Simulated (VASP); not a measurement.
# LuO3H3 in VASP: single point with PBE

Aim: the single point of LuO3H3 with PBE.

All numbers are computed with VASP 6.6.1; they aren't measurements. Logs are shortened: lines on timing, memory, paths and dates and some standing lists are left out, and cuts for length are marked.

## (1) The cell of the first run

The cell holds a molecule in a box, 7 atoms: a = 13.440 Å, b = 14.130 Å, c = 9.010 Å, α = 90.00°, β = 90.00°, γ = 90.00°.

## (2) Single point, PBE

INCAR reads:

```
PREC     = Accurate       # precision mode
ENCUT    = 1000           # plane-wave cutoff, eV
EDIFF    = 1E-6           # SCF threshold, eV
ISMEAR   = 0              # smearing method
SIGMA    = 0.01           # smearing width, eV
LREAL    = False          # projectors in reciprocal space
LASPH    = True           # aspherical terms in the spheres
NELM     = 120            # most SCF steps
ALGO     = Normal         # electronic algorithm
ISIF     = 2              # what is computed and relaxed
LWAVE    = False          # write WAVECAR
LCHARG   = False          # write CHGCAR
GGA      = PE             # functional
NBANDS   = 32             # bands
GGA_COMPAT= False        
NELMDL   = -8
```

KPOINTS reads:

```
Automatic mesh
0
Gamma
  1 1 1
```

POSCAR reads:

```
LuH3O3
1.0
   13.4400000000      0.0000000000      0.0000000000
    0.0000000000     14.1300000000      0.0000000000
    0.0000000000      0.0000000000      9.0100000000
Lu O H
1 3 3
Direct
    0.4449278300      0.4998676600      0.4994450600
    0.5939568500      0.4998683700      0.5000344100
    0.3704129500      0.6226277400      0.5000344100
    0.3704136900      0.3771075700      0.5000344100
    0.6651398800      0.4998683700      0.5005516100
    0.3348214300      0.6812639800      0.5005516100
    0.3348229200      0.3184713400      0.5005516100
```

Potentials or basis: VASP PAW PBE potentials, release 64 (Lu, O_h, H_h).

Command:

```console
> cat potpaw_PBE.64/Lu/POTCAR potpaw_PBE.64/O_h/POTCAR potpaw_PBE.64/H_h/POTCAR > POTCAR
> mpirun -np 1 vasp_gam > vasp.out
```

OUTCAR:

```text
PREC = Accurate
   ENCUT = 1000
   EDIFF = 1E-6
   ISMEAR = 0
   LREAL = False
   LASPH = True
   NELM = 120
   ISIF = 2
   GGA = PE
   NELMDL = -8

 ion  position               nearest neighbor table
   1  0.445  0.500  0.499-   4 2.00   3 2.00   2 2.00
   2  0.594  0.500  0.500-   5 0.96   1 2.00
   3  0.370  0.623  0.500-   6 0.96   1 2.00
   4  0.370  0.377  0.500-   7 0.96   1 2.00
   5  0.665  0.500  0.501-   2 0.96
   6  0.335  0.681  0.501-   3 0.96
   7  0.335  0.318  0.501-   4 0.96

  LATTYP: Found a simple orthorhombic cell.
 ALAT       =     9.0100000000
 B/A-ratio  =     1.4916759156
 C/A-ratio  =     1.5682574917

  Lattice vectors:

 A1 = (   0.0000000000,   0.0000000000,   9.0100000000)
 A2 = (  13.4400000000,   0.0000000000,   0.0000000000)
 A3 = (   0.0000000000,  14.1300000000,   0.0000000000)

Analysis of symmetry for initial positions (statically):
=====================================================================
 Subroutine PRICEL returns:
 Original cell was already a primitive cell.

 Routine SETGRP: Setting up the symmetry group for a
 simple orthorhombic supercell.

 Subroutine GETGRP returns: Found  2 space group operations
 (whereof  1 operations were pure point group operations)
 out of a pool of  8 trial point group operations.

The static configuration has the point symmetry C_1 .
 The point group associated with its full space group is C_1h.

Analysis of symmetry for dynamics (positions and initial velocities):
=====================================================================
 Subroutine PRICEL returns:
 Original cell was already a primitive cell.

 Routine SETGRP: Setting up the symmetry group for a
 simple orthorhombic supercell.

 Subroutine GETGRP returns: Found  2 space group operations
 (whereof  1 operations were pure point group operations)
 out of a pool of  8 trial point group operations.

The dynamic configuration has the point symmetry C_1 .
 The point group associated with its full space group is C_1h.

 Subroutine INISYM returns: Found  2 space group operations
 (whereof  1 operations are pure point group operations),
 and found     1 'primitive' translations

----------------------------------------------------------------------------------------

[... 79 lines left out ...]
   LREAL  =      F    real-space projection
   EDIFFG = 0.1E-04   stopping-criterion for IOM
   NSW    =      0    number of steps for IOM
   IBRION =     -1    ionic relax: 0-MD 1-quasi-New 2-CG
   NFREE  =      0    steps in history (QN), initial steepest desc. (CG)
   ISIF   =      2    stress and relaxation
   ISYM   =      2    0-nonsym 1-usesym 2-fastsym
   POTIM  = 0.5000    time-step for ionic-motion
   TEBEG  =    0.0;   TEEND  =   0.0 temperature during run
   PSTRESS=    0.0 pullay stress
   NELECT =      46.0000    total number of electrons
   NUPDOWN=      -1.0000    fix difference up-down
   EMIN   =  10.00;   EMAX   =-10.00  energy-range for DOS
   EFERMI =   0.00;   METHOD = LEGACY
   ISMEAR =     0;   SIGMA  =   0.01  broadening in eV -4-tet -1-fermi 0-gaus
   EFERMI_NEDOS =   21; number of points for ismear=-14 and -15
   IALGO  =     38    algorithm
   IMIX   =      4    mixing-type and parameters
     AMIX     =   0.40;   BMIX     =  1.00
     AMIX_MAG =   1.60;   BMIX_MAG =  1.00
  volume/ion in A,a.u.               =     244.44      1649.55
  Fermi-wavevector in a.u.,A,eV,Ry     =   0.490424  0.926768  3.272420  0.240516
  Thomas-Fermi vector in A             =   1.493275
   LORBIT       =      0    0 simple, 1 ext, 2 COOP (PROOUT), +10 PAW based schemes
   GGA     = PE    functional components
   LHFCALC =     F    Hartree Fock is set to
   AEXX    =    0.0000 exact exchange contribution
   IVDW    =     0    specifies the selected vdW correction
   LEPSILON=     F    determine dielectric tensor
   LRPA    =     F    only Hartree local field effects (RPA)
 non-spin polarized calculation
 Gauss-broadening in eV      SIGMA  =   0.01
  energy-cutoff  :     1000.00
  volume of cell :     1711.06
 maximum number of plane-waves:     61442
 NGX is ok and might be reduce to   140
   NGX = 69   NGY = 73   NGZ = 47

 number of electron      45.9999993 magnetization

 Free energy of the ion-electron system (eV)
  ---------------------------------------------------
  ext. energy  EPLUGINS =         0.00000000
  ---------------------------------------------------
  free energy    TOTEN  =       -39.57221794 eV

  energy without entropy =      -39.57221794  energy(sigma->0) =      -39.57221794

 E-fermi :  -5.8745     XC(G=0):  -0.9072

 val. band max:       -6.0155011977   @ k =   0.0000   0.0000   0.0000
 cond. band min:      -2.2562320979   @ k =   0.0000   0.0000   0.0000
 fundamental gap:      3.7592690998
 Fermi energy:        -5.8745455148

 k-point     1 :       0.0000    0.0000    0.0000
  band No.  band energies     occupation
      1     -59.7197      2.00000
      2     -30.7981      2.00000
      3     -30.6088      2.00000
      4     -30.6082      2.00000
      5     -22.9347      2.00000
      6     -22.5587      2.00000
[... 24 lines left out ...]
     31       0.6278      0.00000
     32       0.8088      0.00000

------------------------ aborting loop because EDIFF is reached ----------------------------------------

  FORCE on cell =-STRESS in cart. coord.  units (eV):
  Direction    XX          YY          ZZ          XY          YZ          ZX
  --------------------------------------------------------------------------------------
  -------------------------------------------------------------------------------------
  Total        0.1930218      0.2068045     -0.0040064      0.0000000      0.0000000     -0.0000352
  in kB        0.1807385      0.1936441     -0.0037514      0.0000000      0.0000000     -0.0000330
  external PRESSURE =       0.1235438 kB  Pullay stress =       0.0000000 kB

 VOLUME and BASIS-vectors are now :
 -----------------------------------------------------------------------------
  energy-cutoff  :     1000.00
  volume of cell :     1711.06
      direct lattice vectors                 reciprocal lattice vectors
    13.440000000  0.000000000  0.000000000     0.074404762  0.000000000  0.000000000
     0.000000000 14.130000000  0.000000000     0.000000000  0.070771408  0.000000000
     0.000000000  0.000000000  9.010000000     0.000000000  0.000000000  0.110987791

 POSITION                                       TOTAL-FORCE (eV/Angst)
 -----------------------------------------------------------------------------------
      5.97983      7.06313      4.50000         0.010028      0.000000      0.000502
      7.98278      7.06314      4.50531        -0.224508      0.000000     -0.001304
      4.97835      8.79773      4.50531         0.105394     -0.189532     -0.001299
      4.97836      5.32853      4.50531         0.105394      0.189532     -0.001299
      8.93948      7.06314      4.50997         0.201156      0.000000      0.001138
      4.50000      9.62626      4.50997        -0.098732      0.173227      0.001130
      4.50002      4.50000      4.50997        -0.098732     -0.173227      0.001130
 -----------------------------------------------------------------------------------
    total drift:                               -0.001170     -0.020560     -0.000055

  FREE ENERGIE OF THE ION-ELECTRON SYSTEM (eV)
  ---------------------------------------------------
  free  energy   TOTEN  =       -39.5722179426 eV

  energy  without entropy=      -39.5722179426  energy(sigma->0) =      -39.57221794
```

stdout:

```text
POSCAR found type information on POSCAR LuO H
 POSCAR found :  3 types and       7 ions
 scaLAPACK will be used
 LDA part: xc-table for (Slater+PW92), standard interpolation
 POSCAR, INCAR and KPOINTS ok, starting setup
 FFT: planning ... GRIDC
 FFT: planning ... GRID_SOFT
 FFT: planning ... GRID
 WAVECAR not read
 entering main loop
```

Wall time 7.8 min (1 thread of Intel Xeon 6975P-C (Granite Rapids), shared host); peak memory 2.9 GiB.

Results:

| Item | Value |
| --- | --- |
| Free energy | -39.5722 eV |
| Largest force | 0.225 eV/Å |
| Gap between the frontier levels | 3.76 eV |

Forces on the atoms (eV/Å):
```
Lu   0.010  0.000  0.001
O   -0.225  0.000 -0.001
O    0.105 -0.190 -0.001
O    0.105  0.190 -0.001
H    0.201  0.000  0.001
H   -0.099  0.173  0.001
H   -0.099 -0.173  0.001
```

Levels at points of the mesh, in eV from the valence-band top:
```csv
k point,band 21,band 22,band 23,band 24,band 25,band 26
"(0.00, 0.00, 0.00)",-0.61,-0.39,0.00,3.76,5.72,6.05
```

Caveat: spin-orbit coupling is left out, which moves the levels of the heavy elements.
